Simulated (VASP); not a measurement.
# Si2B (P-3m1) in VASP: a series of runs

Si2B is run at these levels: PBE; tasks: single point, relaxation of cell and atoms.

Everything below comes from runs of VASP 6.6.1. Logs are shortened: lines on timing, memory, paths and dates and some standing lists are left out, and cuts for length are marked.

## (1) The cell of the first run

It takes space group P-3m1 (No. 164, trigonal). Conventional cell: a = 3.180 Å, b = 3.180 Å, c = 4.087 Å, α = 90.00°, β = 90.00°, γ = 120.00°. Within 2.9 Å of Si (site symmetry 3m) lie 3 B at 2.12 Å and 6 Si at 2.69 to 2.80 Å. B (site symmetry -3m) has 6 Si at 2.12 Å within 2.8 Å.

The cell was generated, and may not be a known phase.

## (2) Single point, PBE

File INCAR:

```
PREC     = Accurate       # precision mode
ENCUT    = 520            # plane-wave cutoff, eV
EDIFF    = 1E-6           # SCF threshold, eV
ISMEAR   = 0              # smearing method
SIGMA    = 0.1            # smearing width, eV
LREAL    = False          # projectors in reciprocal space
LASPH    = True           # aspherical terms in the spheres
NELM     = 60             # most SCF steps
ALGO     = Normal         # electronic algorithm
ISIF     = 2              # what is computed and relaxed
LWAVE    = False          # write WAVECAR
LCHARG   = False          # write CHGCAR
GGA      = PE             # functional
NBANDS   = 12             # bands
```

File KPOINTS:

```
Automatic mesh
0
Gamma
  18 18 12
```

File POSCAR:

```
Si2B
1.0
    3.1798481601      0.0000000000      0.0000000000
   -1.5899240800      2.7538292868      0.0000000000
    0.0000000000      0.0000000000      4.0871239946
Si B
2 1
Direct
    0.3333333333      0.6666666667      0.2593769391
    0.6666666667      0.3333333333      0.7406230609
    0.0000000000      0.0000000000      0.0000000000
```

Potentials or basis: VASP PAW PBE potentials, release 64 (Si, B).

Command:

```sh
cat potpaw_PBE.64/Si/POTCAR potpaw_PBE.64/B/POTCAR > POTCAR
mpirun -np 1 vasp_std > vasp.out
```

OUTCAR:

```text
PREC = Accurate
   ENCUT = 520
   EDIFF = 1E-6
   ISMEAR = 0
   LREAL = False
   LASPH = True
   NELM = 60
   ISIF = 2
   GGA = PE

 ion  position               nearest neighbor table
   1  0.333  0.667  0.259-   3 2.12   3 2.12   3 2.12   2 2.69   2 2.69   2 2.69   2 2.80   2 2.80
                             2 2.80
   2  0.667  0.333  0.741-   3 2.12   3 2.12   3 2.12   1 2.69   1 2.69   1 2.69   1 2.80   1 2.80
                             1 2.80
   3  0.000  0.000  0.000-   1 2.12   2 2.12   1 2.12   2 2.12   2 2.12   1 2.12

  LATTYP: Found a hexagonal cell.
 ALAT       =     3.1798481601
 C/A-ratio  =     1.2853204898

  Lattice vectors:

 A1 = (   3.1798481601,   0.0000000000,   0.0000000000)
 A2 = (  -1.5899240800,   2.7538292868,   0.0000000000)
 A3 = (   0.0000000000,   0.0000000000,   4.0871239946)

Analysis of symmetry for initial positions (statically):
=====================================================================
 Subroutine PRICEL returns:
 Original cell was already a primitive cell.

 Routine SETGRP: Setting up the symmetry group for a
 hexagonal supercell.

 Subroutine GETGRP returns: Found 12 space group operations
 (whereof 12 operations were pure point group operations)
 out of a pool of 24 trial point group operations.

The static configuration has the point symmetry D_3d.

Analysis of symmetry for dynamics (positions and initial velocities):
=====================================================================
 Subroutine PRICEL returns:
 Original cell was already a primitive cell.

 Routine SETGRP: Setting up the symmetry group for a
 hexagonal supercell.

 Subroutine GETGRP returns: Found 12 space group operations
 (whereof 12 operations were pure point group operations)
 out of a pool of 24 trial point group operations.

The dynamic configuration has the point symmetry D_3d.

 Subroutine INISYM returns: Found 12 space group operations
 (whereof 12 operations are pure point group operations),
 and found     1 'primitive' translations

----------------------------------------------------------------------------------------

                                     Primitive cell

  volume of cell :      35.7900

  direct lattice vectors                    reciprocal lattice vectors
     3.179848160  0.000000000  0.000000000     0.314480425  0.181565358  0.000000000
    -1.589924080  2.753829287  0.000000000     0.000000000  0.363130716  0.000000000
     0.000000000  0.000000000  4.087123995     0.000000000  0.000000000  0.244670825

  length of vectors
[... 95 lines left out ...]
   NELECT =      11.0000    total number of electrons
   NUPDOWN=      -1.0000    fix difference up-down
   EMIN   =  10.00;   EMAX   =-10.00  energy-range for DOS
   EFERMI =   0.00;   METHOD = LEGACY
   ISMEAR =     0;   SIGMA  =   0.10  broadening in eV -4-tet -1-fermi 0-gaus
   EFERMI_NEDOS =   21; number of points for ismear=-14 and -15
   IALGO  =     38    algorithm
   IMIX   =      4    mixing-type and parameters
     AMIX     =   0.40;   BMIX     =  1.00
     AMIX_MAG =   1.60;   BMIX_MAG =  1.00
  volume/ion in A,a.u.               =      11.93        80.51
  Fermi-wavevector in a.u.,A,eV,Ry     =   1.104804  2.087777 16.607167  1.220592
  Thomas-Fermi vector in A             =   2.241282
   LORBIT       =      0    0 simple, 1 ext, 2 COOP (PROOUT), +10 PAW based schemes
   GGA     = PE    functional components
   LHFCALC =     F    Hartree Fock is set to
   AEXX    =    0.0000 exact exchange contribution
   IVDW    =     0    specifies the selected vdW correction
   LEPSILON=     F    determine dielectric tensor
   LRPA    =     F    only Hartree local field effects (RPA)
 non-spin polarized calculation
 Gauss-broadening in eV      SIGMA  =   0.10
  energy-cutoff  :      520.00
  volume of cell :       35.79
 maximum number of plane-waves:       984
   NGX = 11   NGY = 11   NGZ = 15

 number of electron      10.9999999 magnetization

 Free energy of the ion-electron system (eV)
  ---------------------------------------------------
  ext. energy  EPLUGINS =         0.00000000
  ---------------------------------------------------
  free energy    TOTEN  =       -16.50276436 eV

  energy without entropy =      -16.49952453  energy(sigma->0) =      -16.50114444

 E-fermi :   9.3920     XC(G=0): -11.2910

 val. band max:        9.3855358792   @ k =   0.2222   0.1111   0.3333
 cond. band min:       9.3936942665   @ k =  -0.1111   0.5000   0.2500
 fundamental gap:      0.0081583873
 Fermi energy:         9.3920310857

 k-point     1 :       0.0000    0.0000    0.0000
  band No.  band energies     occupation
      1      -5.4479      2.00000
      2       2.8266      2.00000
      3       3.1576      2.00000
      4       9.1269      1.99982
      5       9.1269      1.99982
      6      11.8668      0.00000
      7      11.8668      0.00000
      8      15.6448      0.00000
      9      15.9283      0.00000
     10      18.8028      0.00000
     11      19.2232      0.00000
     12      19.2232      0.00000
[... 331 lines left out ...]
 k-point    24 :       0.3889    0.1111    0.0000
  band No.  band energies     occupation
      1      -1.7721      2.00000
      2       0.1794      2.00000
      3       4.6610      2.00000
      4       6.1689      2.00000
      5       6.3943      2.00000
      6       8.5865      2.00000
      7       9.2635      1.93087
      8      12.1916      0.00000
      9      13.6183      0.00000
     10      13.9149      0.00000
     11      19.0338      0.00000
     12      19.4928      0.00000

 [... further k-points ...]

------------------------ aborting loop because EDIFF is reached ----------------------------------------

  FORCE on cell =-STRESS in cart. coord.  units (eV):
  Direction    XX          YY          ZZ          XY          YZ          ZX
  --------------------------------------------------------------------------------------
  -------------------------------------------------------------------------------------
  Total       -0.0059235     -0.0059235     -0.0276633     -0.0000000      0.0000000      0.0000000
  in kB       -0.2651717     -0.2651717     -1.2383793     -0.0000000      0.0000000      0.0000000
  external PRESSURE =      -0.5895742 kB  Pullay stress =       0.0000000 kB

 VOLUME and BASIS-vectors are now :
 -----------------------------------------------------------------------------
  energy-cutoff  :      520.00
  volume of cell :       35.79
      direct lattice vectors                 reciprocal lattice vectors
     3.179848160  0.000000000  0.000000000     0.314480425  0.181565358  0.000000000
    -1.589924080  2.753829287  0.000000000     0.000000000  0.363130716  0.000000000
     0.000000000  0.000000000  4.087123995     0.000000000  0.000000000  0.244670825

 POSITION                                       TOTAL-FORCE (eV/Angst)
 -----------------------------------------------------------------------------------
     -0.00000      1.83589      1.06011        -0.000000      0.000000     -0.008981
      1.58992      0.91794      3.02702         0.000000     -0.000000      0.008981
      0.00000      0.00000      0.00000        -0.000000      0.000000      0.000000
 -----------------------------------------------------------------------------------
    total drift:                               -0.000000     -0.000000      0.000000

  FREE ENERGIE OF THE ION-ELECTRON SYSTEM (eV)
  ---------------------------------------------------
  free  energy   TOTEN  =       -16.5027643574 eV

  energy  without entropy=      -16.4995245258  energy(sigma->0) =      -16.50114444
```

OSZICAR:

```text
N       E                     dE             d eps       ncg     rms          rms(c)
DAV:   1     0.103260883600E+02    0.10326E+02   -0.46593E+03  9456   0.769E+02
DAV:   2    -0.166696149551E+02   -0.26996E+02   -0.25425E+02 12104   0.117E+02
DAV:   3    -0.176020846067E+02   -0.93247E+00   -0.92456E+00 12532   0.184E+01
DAV:   4    -0.176068411243E+02   -0.47565E-02   -0.47521E-02 11448   0.157E+00
DAV:   5    -0.176068691273E+02   -0.28003E-04   -0.28001E-04 12400   0.114E-01    0.677E+00
DAV:   6    -0.165156220327E+02    0.10912E+01   -0.33137E+00 11464   0.946E+00    0.301E+00
DAV:   7    -0.165042616797E+02    0.11360E-01   -0.37539E-01 12416   0.350E+00    0.129E+00
DAV:   8    -0.165032576384E+02    0.10040E-02   -0.19377E-02 10824   0.913E-01    0.232E-01
DAV:   9    -0.165027766058E+02    0.48103E-03   -0.47152E-03 11476   0.371E-01    0.115E-01
DAV:  10    -0.165027586414E+02    0.17964E-04   -0.25894E-04 11380   0.123E-01    0.573E-02
DAV:  11    -0.165027666101E+02   -0.79687E-05   -0.59526E-05 11736   0.521E-02    0.227E-02
DAV:  12    -0.165027645407E+02    0.20693E-05   -0.66770E-06 11480   0.161E-02    0.416E-03
DAV:  13    -0.165027643574E+02    0.18327E-06   -0.24555E-07  6244   0.342E-03
   1 F= -.16502764E+02 E0= -.16501144E+02  d E =-.323983E-02
```

stdout:

```text
POSCAR found type information on POSCAR SiB
 POSCAR found :  2 types and       3 ions
 scaLAPACK will be used
 LDA part: xc-table for (Slater+PW92), standard interpolation
 POSCAR, INCAR and KPOINTS ok, starting setup
 FFT: planning ... GRIDC
 FFT: planning ... GRID_SOFT
 FFT: planning ... GRID
 WAVECAR not read
 entering main loop
```

Run time: 2.7 min. Hardware: 1 thread of Intel Xeon 8259CL, shared host; peak memory 0.27 GiB.

Results:

```yaml
Free_energy: -16.5028 eV
Pressure: -0.1 GPa
Largest_force: 0.009 eV/Å
Band_gap_on_the_k_mesh: zero (an odd number of electrons rules out a gap without spin polarisation)
```

Forces on the atoms (eV/Å):
```
Si   0.000  0.000 -0.009
Si   0.000  0.000  0.009
B    0.000  0.000  0.000
```

Levels at points of the mesh, in eV from the Fermi level:
```csv
k point,band 1,band 2,band 3,band 4,band 5,band 6,band 7,band 8,band 9,band 10
"(0.00, 0.00, 0.00)",-14.84,-6.57,-6.23,-0.27,-0.27,2.47,2.47,6.25,6.54,9.41
"(0.50, 0.00, 0.00)",-10.55,-10.25,-3.26,-3.07,-2.79,-1.77,-0.75,1.51,5.43,6.05
"(0.00, 0.00, 0.50)",-13.58,-11.60,0.06,0.06,1.07,3.82,3.82,4.73,5.10,5.10
"(0.50, 0.00, 0.50)",-9.37,-9.28,-7.08,-6.76,-2.62,1.48,1.53,1.68,8.16,8.19
```

Caveat: an odd number of electrons without spin polarisation forces a metal; a magnetic or distorted state may lie lower.

## (3) Relaxation of cell and atoms, PBE

This run uses another cell than the first one, of 11.98 Å³/atom.

File INCAR:

```
SYSTEM = Si2B
PREC = Accurate ; ENCUT = 600
EDIFF = 1E-6 ; ISMEAR = 0
SIGMA = 0.1 ; LREAL = .FALSE.
LASPH = .TRUE. ; NELM = 60
ALGO = Normal ; ISIF = 3
LWAVE = .FALSE. ; LCHARG = .FALSE.
GGA = PE ; IBRION = 2
NSW = 100 ; EDIFFG = -0.01
```

File KPOINTS:

```
regular mesh
0
G
  18 18 12
  0 0 0
```

File POSCAR:

```
Si2B
1.0
    3.1893278380      0.0000000000      0.0000000000
   -1.5946639190      2.7620389287      0.0000000000
    0.0000000000      0.0000000000      4.0794877781
Si B
2 1
Direct
    0.3333333333      0.6666666667      0.2582762807
    0.6666666667      0.3333333333      0.7417237193
    0.0000000000      0.0000000000      0.0000000000
```

Potentials or basis: VASP PAW PBE potentials, release 64 (Si, B).

Command:

```sh
cat potpaw_PBE.64/Si/POTCAR potpaw_PBE.64/B/POTCAR > POTCAR
mpirun -np 1 vasp_std > vasp.out
```

Run time: 6.2 min. Hardware: 1 thread of Intel Xeon 8259CL, shared host; peak memory 0.3 GiB.

Results (log left out):

```yaml
Free_energy: -16.5038 eV
Relaxed_volume: 11.93 Å³/atom
Relaxed_cell: a = 3.180 Å, b = 3.180 Å, c = 4.088 Å, α = 90.00°, β = 90.00°, γ = 120.00°
Space_group_after_relaxing_to_0.1_Å: P-3m1 (No. 164)
Energy_gained_by_relaxing: 0.3 meV/atom
Ionic_steps: 2
Pressure_after_relaxing: 0.0 GPa
Largest_force_after_relaxing: 0.007 eV/Å
Band_gap_on_the_k_mesh: zero (an odd number of electrons rules out a gap without spin polarisation)
```

Forces on the atoms (eV/Å):
```
Si   0.000  0.000  0.007
Si   0.000  0.000 -0.007
B    0.000  0.000  0.000
```

Stress tensor (GPa, compression positive):
```
 0.00  0.00  0.00
 0.00  0.00  0.00
 0.00  0.00 -0.12
```

Step by step:
| step | energy change (eV) | largest force (eV/Å) | pressure (GPa) | volume (Å³) |
| --- | --- | --- | --- | --- |
| 1 | 0.0000 | 0.0705 | -0.35 | 35.94 |
| 2 | -0.0009 | 0.0071 | -0.04 | 35.80 |

Final structure:
```xyz
3
Lattice="3.1798 0.0000 0.0000 -1.5899 2.7538 0.0000 0.0000 0.0000 4.0883" Properties=species:S:1:pos:R:3 pbc="T T T"
Si    0.0000    1.8358    1.0593
Si    1.5899    0.9179    3.0290
B     3.1798    0.0000    0.0000
```

Levels at points of the mesh, in eV from the Fermi level:
```csv
k point,band 1,band 2,band 3,band 4,band 5,band 6,band 7,band 8,band 9
"(0.00, 0.00, 0.00)",-14.84,-6.57,-6.23,-0.27,-0.27,2.47,2.47,6.25,6.54
"(0.50, 0.00, 0.00)",-10.55,-10.25,-3.26,-3.08,-2.79,-1.77,-0.75,1.51,5.43
"(0.00, 0.00, 0.50)",-13.59,-11.59,0.05,0.05,1.07,3.81,3.81,4.72,5.11
"(0.50, 0.00, 0.50)",-9.38,-9.29,-7.07,-6.75,-2.62,1.49,1.53,1.68,8.18
```

Caveat: an odd number of electrons without spin polarisation forces a metal; a magnetic or distorted state may lie lower.
